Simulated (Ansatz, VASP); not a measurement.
SiC: VASP beside Ansatz

Contents of INCAR:

```
SYSTEM = SiC
  PREC = Accurate
  ENCUT = 600
  EDIFF = 1E-6
  ISMEAR = 0
  SIGMA = 0.02
  LREAL = .FALSE.
  LASPH = .TRUE.
  NELM = 120
  ALGO = Normal
  ISIF = 2
  LWAVE = .FALSE.
  LCHARG = .FALSE.
  GGA = PE
  NBANDS = 11
  GGA_COMPAT = .FALSE.
```

The input KPOINTS:

```
regular mesh
0
G
  8 8 8
  0 0 0
```

Contents of POSCAR:

```
SiC
1.0
    0.0000000000      2.1790000000      2.1790000000
    2.1790000000      0.0000000000      2.1790000000
    2.1790000000      2.1790000000      0.0000000000
Si C
1 1
Direct
    0.0000000000      0.0000000000      0.0000000000
    0.2500000000      0.2500000000      0.2500000000
```

Input for Ansatz:

```yaml
crystal:
  lattice:
    - [0.0, 2.179, 2.179]
    - [2.179, 0.0, 2.179]
    - [2.179, 2.179, 0.0]
  atoms:
    - { symbol: Si, position: [0.0, 0.0, 0.0] }
    - { symbol: C, position: [0.25, 0.25, 0.25] }
basis:
  ecutwfc: 420
kpoints:
  mp_grid: { grid: [8, 8, 8] }
hamiltonian:
  xc: pbe
scf:
  occupations: { method: gaussian, width: 0.02 }
output:
  forces: true
  stress: true
  eigenvalues: true
```

Alike in both runs: task single point; functional PBE; k mesh 8 × 8 × 8; occupations gaussian, width 0.02 eV; no spin polarisation.

|  | VASP | Ansatz |
| --- | --- | --- |
| version | VASP 6.6.1 | Ansatz 0.2.0 |
| potentials or method | VASP PAW PBE potentials, release 64 (Si, C), cutoff 600 eV | scalar-relativistic, plane waves, PAW |
| valence electrons in the cell | 8 | 8 |

|  | VASP | Ansatz | Ansatz less VASP |
| --- | --- | --- | --- |
| gap on the k mesh at the Fermi level (eV) | 1.36 | 1.36 | +0.002 |
| least direct gap on the mesh (eV) | 4.54 | 4.55 | +0.004 |
| pressure (GPa) | 3.1 | 3.3 | +0.19 |
